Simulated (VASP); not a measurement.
# TiC (Fm-3m) in VASP: a series of runs

Aim: see how the results for TiC move with the level of theory and the settings. Levels: PBE exchange alone, revPBE+D3(BJ), r2SCAN, PBEsol. Tasks: single point.

All numbers are computed with VASP 6.6.1; they aren't measurements. Logs are shortened: lines on timing, memory, paths and dates and some standing lists are left out, and cuts for length are marked.

## 1. The cell of the first run

Symmetry: Fm-3m, No. 225, cubic system. Conventional cell: a = 4.331 Å, b = 4.331 Å, c = 4.331 Å, α = 90.00°, β = 90.00°, γ = 90.00°. Ti (site symmetry m-3m) has 6 C at 2.17 Å within 2.9 Å. Within 2.9 Å of C (site symmetry m-3m) lie 6 Ti at 2.17 Å.

## 2. Single point, PBE exchange alone

File INCAR:

```
SYSTEM = TiC
PREC = Accurate
ENCUT = 520
EDIFF = 1E-7
ISMEAR = -1
SIGMA = 0.05
LREAL = .False.
LASPH = .True.
NELM = 80
ALGO = Normal
ISIF = 2
LWAVE = .False.
LCHARG = .False.
GGA = PE
ALDAC = 0.0
AGGAC = 0.0
NBANDS = 15
```

File KPOINTS:

```
regular mesh
0
Gamma
  11 11 11
  0 0 0
```

File POSCAR:

```
TiC
1.0
    0.0000000000      2.1657188437      2.1657188437
    2.1657188437      0.0000000000      2.1657188437
    2.1657188437      2.1657188437      0.0000000000
Ti C
1 1
Direct
    0.0000000000      0.0000000000      0.0000000000
    0.5000000000      0.5000000000      0.5000000000
```

Potentials or basis: VASP PAW PBE potentials, release 64 (Ti_sv, C).

Started as:

```sh
$ cat potpaw_PBE.64/Ti_sv/POTCAR potpaw_PBE.64/C/POTCAR > POTCAR
$ mpirun -np 1 vasp_std > vasp.out
```

OUTCAR:

```text
SYSTEM = TiC
   PREC = Accurate
   ENCUT = 520
   EDIFF = 1E-7
   ISMEAR = -1
   LREAL = .False.
   LASPH = .True.
   NELM = 80
   ISIF = 2
   GGA = PE

 ion  position               nearest neighbor table
   1  0.000  0.000  0.000-   2 2.17   2 2.17   2 2.17   2 2.17   2 2.17   2 2.17
   2  0.500  0.500  0.500-   1 2.17   1 2.17   1 2.17   1 2.17   1 2.17   1 2.17

  LATTYP: Found a face centered cubic cell.
 ALAT       =     4.3314376874

  Lattice vectors:

 A1 = (   0.0000000000,   2.1657188437,   2.1657188437)
 A2 = (   2.1657188437,   0.0000000000,   2.1657188437)
 A3 = (   2.1657188437,   2.1657188437,   0.0000000000)

Analysis of symmetry for initial positions (statically):
=====================================================================
 Subroutine PRICEL returns:
 Original cell was already a primitive cell.

 Routine SETGRP: Setting up the symmetry group for a
 face centered cubic supercell.

 Subroutine GETGRP returns: Found 48 space group operations
[... 9 lines left out ...]

 Routine SETGRP: Setting up the symmetry group for a
 face centered cubic supercell.

 Subroutine GETGRP returns: Found 48 space group operations
[... 11 lines left out ...]
                                     Primitive cell

  volume of cell :      20.3159

  direct lattice vectors                    reciprocal lattice vectors
     0.000000000  2.165718844  2.165718844    -0.230870227  0.230870227  0.230870227
     2.165718844  0.000000000  2.165718844     0.230870227 -0.230870227  0.230870227
     2.165718844  2.165718844  0.000000000     0.230870227  0.230870227 -0.230870227

  length of vectors
     3.062788961  3.062788961  3.062788961     0.399878962  0.399878962  0.399878962

  position of ions in fractional coordinates (direct lattice)
[... 8 lines left out ...]
----------------------------------------------------------------------------------------

 KPOINTS: regular mesh

Automatic generation of k-mesh.
 Grid dimensions read from file:
 generate k-points for:   11   11   11

 Generating k-lattice:

  Cartesian coordinates                     Fractional coordinates (reciprocal lattice)
    -0.020988202  0.020988202  0.020988202     0.090909091  0.000000000  0.000000000
     0.020988202 -0.020988202  0.020988202     0.000000000  0.090909091  0.000000000
     0.020988202  0.020988202 -0.020988202     0.000000000  0.000000000  0.090909091

  Length of vectors
     0.036352633  0.036352633  0.036352633

  Shift w.r.t. Gamma in fractional coordinates (k-lattice)
     0.000000000  0.000000000  0.000000000

 Subroutine IBZKPT returns following result:
 ===========================================
[... 52 lines left out ...]
   IBRION =     -1    ionic relax: 0-MD 1-quasi-New 2-CG
   NFREE  =      0    steps in history (QN), initial steepest desc. (CG)
   ISIF   =      2    stress and relaxation
   ISYM   =      2    0-nonsym 1-usesym 2-fastsym
   POTIM  = 0.5000    time-step for ionic-motion
   TEBEG  =    0.0;   TEEND  =   0.0 temperature during run
   PSTRESS=    0.0 pullay stress
   NELECT =      16.0000    total number of electrons
   NUPDOWN=      -1.0000    fix difference up-down
   EMIN   =  10.00;   EMAX   =-10.00  energy-range for DOS
   EFERMI =   0.00;   METHOD = LEGACY
   ISMEAR =    -1;   SIGMA  =   0.05  broadening in eV -4-tet -1-fermi 0-gaus
   EFERMI_NEDOS =   21; number of points for ismear=-14 and -15
   IALGO  =     38    algorithm
   IMIX   =      4    mixing-type and parameters
     AMIX     =   0.40;   BMIX     =  1.00
     AMIX_MAG =   1.60;   BMIX_MAG =  1.00
  volume/ion in A,a.u.               =      10.16        68.55
  Fermi-wavevector in a.u.,A,eV,Ry     =   1.511829  2.856943 31.097854  2.285628
  Thomas-Fermi vector in A             =   2.621834
   LORBIT       =      0    0 simple, 1 ext, 2 COOP (PROOUT), +10 PAW based schemes
   GGA     = PE    functional components
   LHFCALC =     F    Hartree Fock is set to
   AEXX    =    0.0000 exact exchange contribution
   IVDW    =     0    specifies the selected vdW correction
   LEPSILON=     F    determine dielectric tensor
   LRPA    =     F    only Hartree local field effects (RPA)
 non-spin polarized calculation
  energy-cutoff  :      520.00
  volume of cell :       20.32
 maximum number of plane-waves:       560
   NGX = 11   NGY = 11   NGZ = 11

 number of electron      16.0000000 magnetization

 Free energy of the ion-electron system (eV)
  ---------------------------------------------------
  ext. energy  EPLUGINS =         0.00000000
  ---------------------------------------------------
  free energy    TOTEN  =       -14.99565687 eV

  energy without entropy =      -14.99325134  energy(sigma->0) =      -14.99445411

 E-fermi :  11.1172     XC(G=0): -10.8897

 val. band max:       11.0127786879   @ k =   0.1818   0.1818   0.0000
 cond. band min:      11.1777420219   @ k =   0.0909   0.0000   0.0000
 fundamental gap:      0.1649633340
 Fermi energy:        11.1172435032

 k-point     1 :       0.0000    0.0000    0.0000
  band No.  band energies     occupation
      1     -45.5386      2.00000
      2     -21.6130      2.00000
      3     -21.6130      2.00000
      4     -21.6130      2.00000
      5      -1.2434      2.00000
      6      11.7634      0.00000
      7      11.7634      0.00000
      8      11.7634      0.00000
      9      12.6569      0.00000
     10      12.6569      0.00000
     11      12.6569      0.00000
     12      12.7153      0.00000
     13      12.7153      0.00000
     14      21.7804      0.00000
[... 401 lines left out ...]
      2     -21.8797      2.00000
      3     -21.7180      2.00000
      4     -21.6322      2.00000
      5       0.4400      2.00000
      6       7.8355      2.00000
      7       8.8518      2.00000
      8       9.1834      2.00000
      9      12.5946      0.00000
     10      13.6527      0.00000
     11      14.5599      0.00000
     12      15.3599      0.00000
     13      18.1848      0.00000
     14      23.0841      0.00000
     15      24.8211      0.00000

 [... further k-points ...]
[... 5 lines left out ...]
  --------------------------------------------------------------------------------------
  -------------------------------------------------------------------------------------
  Total        3.0571397      3.0571397      3.0571397     -0.0000000     -0.0000000      0.0000000
  in kB      241.0958020    241.0958020    241.0958020     -0.0000000     -0.0000000      0.0000000
  external PRESSURE =     241.0958020 kB  Pullay stress =       0.0000000 kB

 VOLUME and BASIS-vectors are now :
 -----------------------------------------------------------------------------
  energy-cutoff  :      520.00
  volume of cell :       20.32
      direct lattice vectors                 reciprocal lattice vectors
     0.000000000  2.165718844  2.165718844    -0.230870227  0.230870227  0.230870227
     2.165718844  0.000000000  2.165718844     0.230870227 -0.230870227  0.230870227
     2.165718844  2.165718844  0.000000000     0.230870227  0.230870227 -0.230870227

 POSITION                                       TOTAL-FORCE (eV/Angst)
 -----------------------------------------------------------------------------------
      0.00000      0.00000      0.00000         0.000000      0.000000      0.000000
      2.16572      2.16572      2.16572        -0.000000     -0.000000      0.000000
 -----------------------------------------------------------------------------------
    total drift:                                0.000000     -0.000000     -0.000000

  FREE ENERGIE OF THE ION-ELECTRON SYSTEM (eV)
  ---------------------------------------------------
  free  energy   TOTEN  =       -14.9956568677 eV

  energy  without entropy=      -14.9932513443  energy(sigma->0) =      -14.99445411
```

Wall time 12 s (1 thread of Intel Xeon Platinum 8259CL at 2.50GHz (Skylake/Cascade Lake), shared host); peak memory 0.15 GiB.

What came out:

| Quantity | Value |
| --- | --- |
| Free energy | -14.9957 eV |
| Pressure | 24.1 GPa |
| Band gap on the k mesh | zero (band 8 reaches 11.76 eV, above the bottom of band 9 at 10.64 eV) |

## 3. Single point, revPBE+D3(BJ)

This run uses another cell than the first one, of 10.56 Å³/atom, 1.040 times its volume.

File INCAR:

```
SYSTEM = TiC
PREC = Accurate
ENCUT = 520
EDIFF = 1E-6
ISMEAR = -1
SIGMA = 0.05
LREAL = .FALSE.
LASPH = .TRUE.
NELM = 80
ALGO = Normal
ISIF = 2
LWAVE = .FALSE.
LCHARG = .FALSE.
GGA = RE
IVDW = 12
NBANDS = 15
```

File KPOINTS:

```
regular mesh
0
G
  11 11 11
  0 0 0
```

File POSCAR:

```
TiC
1.0
    0.0000000000      2.1942184125      2.1942184125
    2.1942184125      0.0000000000      2.1942184125
    2.1942184125      2.1942184125      0.0000000000
Ti C
1 1
Direct
    0.0000000000      0.0000000000      0.0000000000
    0.5000000000      0.5000000000      0.5000000000
```

Potentials or basis: VASP PAW PBE potentials, release 64 (Ti_sv, C).

Started as:

```sh
$ cat potpaw_PBE.64/Ti_sv/POTCAR potpaw_PBE.64/C/POTCAR > POTCAR
$ mpirun -np 1 vasp_std > vasp.out
```

OUTCAR:

```text
SYSTEM = TiC
   PREC = Accurate
   ENCUT = 520
   EDIFF = 1E-6
   ISMEAR = -1
   LREAL = .FALSE.
   LASPH = .TRUE.
   NELM = 80
   ISIF = 2
   GGA = RE
   IVDW = 12
 IVDW          = 12

 ion  position               nearest neighbor table
   1  0.000  0.000  0.000-   2 2.19   2 2.19   2 2.19   2 2.19   2 2.19   2 2.19
   2  0.500  0.500  0.500-   1 2.19   1 2.19   1 2.19   1 2.19   1 2.19   1 2.19

  LATTYP: Found a face centered cubic cell.
 ALAT       =     4.3884368250

  Lattice vectors:

[... 619 lines left out ...]

 Edisp (eV)   -1.63565

 E8    (eV) :    -1.1316

  FORCE on cell =-STRESS in cart. coord.  units (eV):
  Direction    XX          YY          ZZ          XY          YZ          ZX
  --------------------------------------------------------------------------------------
  -------------------------------------------------------------------------------------
  Total      -2.44308    -2.44308    -2.44308     0.00000    -0.00000     0.00000
  in kB    -185.25847  -185.25847  -185.25847     0.00000    -0.00000     0.00000
  external pressure =     -185.26 kB  Pullay stress =        0.00 kB

 VOLUME and BASIS-vectors are now :
 -----------------------------------------------------------------------------
  energy-cutoff  :      520.00
  volume of cell :       21.13
      direct lattice vectors                 reciprocal lattice vectors
     0.000000000  2.194218413  2.194218413    -0.227871572  0.227871572  0.227871572
     2.194218413  0.000000000  2.194218413     0.227871572 -0.227871572  0.227871572
     2.194218413  2.194218413  0.000000000     0.227871572  0.227871572 -0.227871572

 POSITION                                       TOTAL-FORCE (eV/Angst)
 -----------------------------------------------------------------------------------
      0.00000      0.00000      0.00000         0.000000     -0.000000     -0.000000
      2.19422      2.19422      2.19422         0.000000      0.000000      0.000000
 -----------------------------------------------------------------------------------
    total drift:                                0.000000     -0.000000     -0.000000

  FREE ENERGIE OF THE ION-ELECTRON SYSTEM (eV)
  ---------------------------------------------------
  free  energy   TOTEN  =       -19.5967928356 eV

  energy  without entropy=      -19.5943777578  energy(sigma->0) =      -19.59558530
```

Run time: 12 s. Hardware: 1 thread of Intel Xeon Platinum 8259CL at 2.50GHz (Skylake/Cascade Lake), shared host; peak memory 0.16 GiB.

Results:

```yaml
Free_energy: -19.5968 eV
Pressure: -18.5 GPa
Band_gap_on_the_k_mesh: zero (band 8 reaches 9.73 eV, above the bottom of band 9 at 8.64 eV)
Dispersion_energy_per_atom: -0.818 eV
```

Levels at points of the mesh, in eV from the Fermi level:
| k point | band 6 | band 7 | band 8 | band 9 | band 10 | band 11 |
| --- | --- | --- | --- | --- | --- | --- |
| (0.00, 0.00, 0.00) | 0.63 | 0.63 | 0.63 | 1.56 | 1.56 | 1.57 |

Caveat: the PAW data sets were made with another functional, which shifts forces and pressure a little; pairwise dispersion overbinds metals, which lowers pressure and volume.

## 4. Single point, revPBE+D3(BJ)

This run uses another cell than the first one, of 10.77 Å³/atom, 1.060 times its volume.

File INCAR:

```
PREC = Accurate
ENCUT = 520
EDIFF = 1E-7
ISMEAR = -1
SIGMA = 0.05
LREAL = False
LASPH = True
NELM = 80
ALGO = Normal
ISIF = 2
LWAVE = False
LCHARG = True
GGA = RE
IVDW = 12
LELF = True
LVHAR = True
NBANDS = 15
```

File KPOINTS:

```
regular mesh
0
Gamma
  11 11 11
```

File POSCAR:

```
TiC
1.0
    0.0000000000      2.2081947028      2.2081947028
    2.2081947028      0.0000000000      2.2081947028
    2.2081947028      2.2081947028      0.0000000000
Ti C
1 1
Direct
    0.0000000000      0.0000000000      0.0000000000
    0.5000000000      0.5000000000      0.5000000000
```

Started as:

```sh
$ cat potpaw_PBE.64/Ti_sv/POTCAR potpaw_PBE.64/C/POTCAR > POTCAR
$ mpirun -np 1 vasp_std > vasp.out
```

It took 14 s on 1 thread of Intel Xeon Platinum 8259CL at 2.50GHz (Skylake/Cascade Lake), shared host; peak memory 0.16 GiB.

The run converged. Its results:

| Item | Value |
| --- | --- |
| Free energy | -19.5456 eV |
| Pressure | -22.0 GPa |
| Band gap on the k mesh | zero (band 8 reaches 9.51 eV, above the bottom of band 9 at 8.43 eV) |
| Dispersion energy per atom | -0.802 eV |

Levels at points of the mesh, in eV from the Fermi level:
| k point | band 4 | band 5 | band 6 | band 7 | band 8 | band 9 | band 10 | band 11 | band 12 | band 13 |
| --- | --- | --- | --- | --- | --- | --- | --- | --- | --- | --- |
| (0.00, 0.00, 0.00) | -32.93 | -12.23 | 0.62 | 0.62 | 0.62 | 1.52 | 1.52 | 1.54 | 1.54 | 1.54 |

Caveat: the PAW data sets were made with another functional, which shifts forces and pressure a little; pairwise dispersion overbinds metals, which lowers pressure and volume.

## 5. Single point, r2SCAN

File POSCAR:

```
TiC
1.0
    0.0000000000      2.1657188437      2.1657188437
    2.1657188437      0.0000000000      2.1657188437
    2.1657188437      2.1657188437      0.0000000000
Ti C
1 1
Direct
    0.0000000000      0.0000000000      0.0000000000
    0.5000000000      0.5000000000      0.5000000000
```

File INCAR.step1:

```
PREC = Accurate
ENCUT = 520
ISMEAR = -1
SIGMA = 0.05
LREAL = F
LASPH = T
NELM = 80
NBANDS = 15
GGA = PE
ALGO = Normal
EDIFF = 1E-4
LWAVE = T
LCHARG = F
```

File INCAR.step2:

```
PREC = Accurate
ENCUT = 520
EDIFF = 1E-7
ISMEAR = -1
SIGMA = 0.05
LREAL = F
LASPH = T
NELM = 80
ALGO = Normal
ISIF = 2
LWAVE = F
LCHARG = F
METAGGA = R2SCAN
LMIXTAU = T
NBANDS = 15
ISTART = 1
```

File KPOINTS:

```
Automatic mesh
0
Gamma
  11 11 11
```

Started as:

```sh
$ cat potpaw_PBE.64/Ti_sv/POTCAR potpaw_PBE.64/C/POTCAR > POTCAR
$ cp INCAR.step1 INCAR
$ mpirun -np 1 vasp_std > vasp.out
$ cp INCAR.step2 INCAR
$ mpirun -np 1 vasp_std > vasp.out
```

Run time: 60 s. Hardware: 1 thread of Intel Xeon Platinum 8259CL at 2.50GHz (Skylake/Cascade Lake), shared host; peak memory 0.15 GiB.

The run converged. Its results:

```
Free energy            : -24.8697 eV
Pressure               : 0.3 GPa
Band gap on the k mesh : zero (band 8 reaches 10.35 eV, above the bottom of band 9 at 9.02 eV)
```

Levels at points of the mesh, in eV from the Fermi level:
```
           k point  band 4  band 5  band 6  band 7  band 8  band 9  band 10  band 11  band 12  band 13
(0.00, 0.00, 0.00)  -34.04  -13.29    0.78    0.78    0.78    1.59     1.59     1.59     1.64     1.64
```

Caveat: the PAW data sets were made with another functional, which shifts forces and pressure a little.

## 6. Single point, PBEsol

File INCAR:

```
ALGO     = Normal         # electronic algorithm
EDIFF    = 1E-6           # SCF threshold, eV
ENCUT    = 520            # plane-wave cutoff, eV
GGA      = PS             # functional
ISIF     = 2              # what is computed and relaxed
ISMEAR   = -1             # smearing method
LASPH    = True           # aspherical terms in the spheres
LCHARG   = True           # write CHGCAR
LELF     = True           # ELF
LREAL    = False          # projectors in reciprocal space
LVHAR    = True         
LWAVE    = False          # write WAVECAR
NBANDS   = 15             # bands
NELM     = 100            # most SCF steps
PREC     = Accurate       # precision mode
SIGMA    = 0.05           # smearing width, eV
```

File KPOINTS:

```
k-points
0
Gamma
  9 9 9
```

POSCAR is that of step 5.

Potentials or basis: VASP PAW PBE potentials, release 64 (Ti_sv, C).

Started as:

```sh
$ cat potpaw_PBE.64/Ti_sv/POTCAR potpaw_PBE.64/C/POTCAR > POTCAR
$ mpirun -np 1 vasp_std > vasp.out
```

Wall time 5 s (1 thread of Intel Xeon 6975P-C (Granite Rapids), shared host); peak memory 0.13 GiB.

It converged, with:

| Quantity | Value |
| --- | --- |
| Free energy | -19.7914 eV |
| Pressure | -6.5 GPa |
| Band gap on the k mesh | zero (band 8 reaches 9.96 eV, above the bottom of band 9 at 8.93 eV) |

Levels at points of the mesh, in eV from the Fermi level:
```csv
k point,band 6,band 7,band 8,band 9,band 10,band 11
"(0.00, 0.00, 0.00)",0.68,0.68,0.68,1.72,1.72,1.72
```

Caveat: the PAW data sets were made with another functional, which shifts forces and pressure a little.

## 7. Overview

```tsv
level	cell	k mesh	gap on the mesh (eV)	pressure (GPa)
PBE exchange alone	a = 3.063 Å, angles 60.0°, 2 atoms	11 × 11 × 11	none	24.1
revPBE+D3(BJ)	a = 3.103 Å, angles 60.0°, 2 atoms	11 × 11 × 11	none	-18.5
revPBE+D3(BJ)	a = 3.123 Å, angles 60.0°, 2 atoms	11 × 11 × 11	none	-22.0
r2SCAN	a = 3.063 Å, angles 60.0°, 2 atoms	11 × 11 × 11	none	0.3
PBEsol	a = 3.063 Å, angles 60.0°, 2 atoms	9 × 9 × 9	none	-6.5
```

Alike in all rows: task single point; potentials or basis VASP PAW PBE potentials, release 64 (Ti_sv, C); no spin polarisation; cutoff (eV) 520; smearing fermi-dirac 0.05 eV.

Every run on the cell as given and a fine mesh finds a metal. The pressure there spans -6.5 GPa (PBEsol) to 24.1 GPa (PBE exchange alone); a positive pressure means that this level wants a larger cell, a negative one a smaller.

Caveats: the PAW data sets were made with another functional, which shifts forces and pressure a little (some runs); pairwise dispersion overbinds metals, which lowers pressure and volume (some runs).

Total energies depend on the potentials used, so only differences within one code and one set of settings carry meaning.
